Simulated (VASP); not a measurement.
# MgSiN (P4/mmm) in VASP: further runs, part 2 of 2

VASP 6.6.1.

## Step 4: Relaxation of cell and atoms, PBE

This run uses another cell than the first one, of 15.12 Å³/atom, 1.160 times its volume.

File INCAR:

```
SYSTEM = MgSiN
PREC = Accurate ; ENCUT = 600
EDIFF = 1E-6 ; ISMEAR = 0
SIGMA = 0.1 ; LREAL = .False.
LASPH = .True. ; NELM = 100
ALGO = Normal ; ISIF = 3
LWAVE = .False. ; LCHARG = .False.
GGA = PE ; IBRION = 2
NSW = 100 ; EDIFFG = -0.01
```

File KPOINTS:

```
Automatic mesh
0
Gamma
  16 16 8
  0 0 0
```

File POSCAR:

```
MgSiN
1.0
    2.7328109804      0.0000000000      0.0000000000
    0.0000000000      2.7328109804      0.0000000000
    0.0000000000      0.0000000000      6.0718990176
Mg Si N
1 1 1
Direct
    0.5000000000      0.5000000000      0.5000000000
    0.5000000000      0.5000000000      0.0000000000
    0.0000000000      0.0000000000      0.0000000000
```

Potentials or basis: VASP PAW PBE potentials, release 64 (Mg, Si, N).

Launch:

```
> cat potpaw_PBE.64/Mg/POTCAR potpaw_PBE.64/Si/POTCAR potpaw_PBE.64/N/POTCAR > POTCAR
> mpirun -np 1 vasp_std > vasp.out
```

OUTCAR:

```text
SYSTEM = MgSiN
   PREC = Accurate
   ENCUT = 600
   EDIFF = 1E-6
   ISMEAR = 0
   LREAL = .False.
   LASPH = .True.
   NELM = 100
   ISIF = 3
   GGA = PE
   IBRION = 2
   NSW = 100
   EDIFFG = -0.01

 ion  position               nearest neighbor table
   1  0.500  0.500  0.500-   2 3.04   2 3.04
   2  0.500  0.500  0.000-   3 1.93   3 1.93   3 1.93   3 1.93   1 3.04   1 3.04
   3  0.000  0.000  0.000-   2 1.93   2 1.93   2 1.93   2 1.93

  LATTYP: Found a simple tetragonal cell.
 ALAT       =     2.7328109804
 C/A-ratio  =     2.2218510761

  Lattice vectors:

 A1 = (   2.7328109804,   0.0000000000,   0.0000000000)
 A2 = (   0.0000000000,   2.7328109804,   0.0000000000)
 A3 = (   0.0000000000,   0.0000000000,   6.0718990176)

Analysis of symmetry for initial positions (statically):
=====================================================================
 Subroutine PRICEL returns:
 Original cell was already a primitive cell.

 Routine SETGRP: Setting up the symmetry group for a
 simple tetragonal supercell.

 Subroutine GETGRP returns: Found 16 space group operations
 (whereof 16 operations were pure point group operations)
 out of a pool of 16 trial point group operations.

The static configuration has the point symmetry D_4h.
[... 172 lines left out ...]
  -------------------------------------------------------------------------------------
  Total       -0.1815107     -0.1815107     -0.2338357      0.0000000      0.0000000      0.0000000
  in kB       -6.4131170     -6.4131170     -8.2618563      0.0000000      0.0000000      0.0000000
  external PRESSURE =      -7.0293634 kB  Pullay stress =       0.0000000 kB
[... 135 lines left out ...]
--------------------------------------- Ionic step        5  -------------------------------------------

 number of electron      11.0000000 magnetization

 Free energy of the ion-electron system (eV)
  ---------------------------------------------------
  ext. energy  EPLUGINS =         0.00000000
  ---------------------------------------------------
  free energy    TOTEN  =       -14.12447163 eV

  energy without entropy =      -14.11797607  energy(sigma->0) =      -14.12122385

 E-fermi :   5.6427     XC(G=0):  -9.8085

 val. band max:        5.6306116433   @ k =   0.4375   0.3750   0.5000
 cond. band min:       5.6433714055   @ k =   0.3125   0.0000   0.5000
 fundamental gap:      0.0127597621
 Fermi energy:         5.6426924510

 k-point     1 :       0.0000    0.0000    0.0000
  band No.  band energies     occupation
      1     -13.2296      2.00000
      2      -1.4808      2.00000
      3      -0.0075      2.00000
      4       1.2806      2.00000
      5       1.2806      2.00000
      6       5.2765      2.00000
      7       7.2510      0.00000
      8      10.9747      0.00000
      9      12.9176      0.00000
[... 265 lines left out ...]
 k-point    24 :       0.5000    0.1250    0.0000
  band No.  band energies     occupation
      1     -10.7936      2.00000
      2      -5.6629      2.00000
      3       1.1626      2.00000
      4       1.7647      2.00000
      5       4.4328      2.00000
      6       5.0422      2.00000
      7       5.2713      2.00000
      8       8.6714      0.00000
      9      11.5517      0.00000

 [... further k-points ...]
[... 5 lines left out ...]
  --------------------------------------------------------------------------------------
  -------------------------------------------------------------------------------------
  Total        0.0022969      0.0022969     -0.0245870      0.0000000      0.0000000      0.0000000
  in kB        0.0822948      0.0822948     -0.8809108      0.0000000      0.0000000      0.0000000
  external PRESSURE =      -0.2387738 kB  Pullay stress =       0.0000000 kB
[... 18 lines left out ...]
  FREE ENERGIE OF THE ION-ELECTRON SYSTEM (eV)
  ---------------------------------------------------
  free  energy   TOTEN  =       -14.1244716333 eV

  energy  without entropy=      -14.1179760660  energy(sigma->0) =      -14.12122385

 reached required accuracy - stopping structural energy minimisation
```

It took 98 s on 1 thread of Intel Xeon 6975P-C (Granite Rapids), shared host; peak memory 0.3 GiB.

What came out:

* Free energy: -14.1245 eV
* Relaxed volume: 14.91 Å³/atom
* Relaxed cell: a = 2.729 Å, b = 2.729 Å, c = 6.002 Å, α = 90.00°, β = 90.00°, γ = 90.00°
* Space group after relaxing (to 0.05 Å): P4/mmm (No. 123)
* Energy gained by relaxing: 0.6 meV/atom
* Ionic steps: 5
* Pressure after relaxing: 0.0 GPa

Stress tensor (GPa, compression positive):
```
 0.01  0.00  0.00
 0.00  0.01  0.00
 0.00  0.00 -0.09
```

Step by step:
| step | energy change (eV) | largest force (eV/Å) | pressure (GPa) | volume (Å³) |
| --- | --- | --- | --- | --- |
| 1 | 0.0000 | 0.0000 | -0.70 | 45.35 |
| 2 | -0.0009 | 0.0000 | 0.10 | 44.91 |
| 3 | -0.0009 | 0.0000 | 0.05 | 44.94 |
| 4 | -0.0013 | 0.0000 | 0.01 | 44.86 |
| 5 | -0.0017 | 0.0000 | -0.02 | 44.72 |

Final structure:
```
Mg Si N
1.0
     2.72947    0.00000    0.00000
     0.00000    2.72947    0.00000
     0.00000    0.00000    6.00243
Mg Si N
1 1 1
Direct
  0.50000 0.50000 0.50000
  0.50000 0.50000 0.00000
  0.00000 0.00000 0.00000
```

Levels at points of the mesh, in eV from the Fermi level:
| k point | band 1 | band 2 | band 3 | band 4 | band 5 | band 6 | band 7 | band 8 | band 9 |
| --- | --- | --- | --- | --- | --- | --- | --- | --- | --- |
| (0.00, 0.00, 0.00) | -18.87 | -7.12 | -5.65 | -4.36 | -4.36 | -0.37 | 1.61 | 5.33 | 7.27 |
| (0.50, 0.00, 0.00) | -16.62 | -11.55 | -4.07 | -3.39 | -1.48 | -0.91 | -0.49 | 4.75 | 5.13 |
| (0.50, 0.50, 0.00) | -14.89 | -9.09 | -9.09 | -3.84 | -2.36 | 1.78 | 3.41 | 3.41 | 3.97 |
| (0.00, 0.00, 0.50) | -18.87 | -7.83 | -4.36 | -4.36 | -3.47 | -2.46 | 2.62 | 4.23 | 5.37 |
| (0.50, 0.00, 0.50) | -16.62 | -11.54 | -4.30 | -3.39 | -2.45 | -0.07 | 1.92 | 3.14 | 3.60 |
| (0.50, 0.50, 0.50) | -14.89 | -9.09 | -9.09 | -3.79 | -2.42 | 1.41 | 2.66 | 2.66 | 4.33 |

## Step 5: The runs side by side

```tsv
task	cell	k mesh	cutoff (eV)	gap on the mesh (eV)	pressure (GPa)	relaxed volume (Å³/atom)
relaxation of cell and atoms	relaxed from a = 3.373, b = 3.373, c = 3.436 Å, 3 atoms	6 × 6 × 6	600	none	0.0	13.81
single point	a = 2.730, b = 2.730, c = 6.014 Å, 3 atoms	16 × 16 × 8	520	none	0.0	-
relaxation of cell and atoms	relaxed from a = 2.733, b = 2.733, c = 6.072 Å, 3 atoms	16 × 16 × 8	600	none	0.0	14.91
```

Alike in all rows: level PBE; potentials or basis VASP PAW PBE potentials, release 64 (Mg, Si, N); no spin polarisation; smearing gaussian 0.1 eV.

Absolute energies hang on the potentials; compare differences alone.
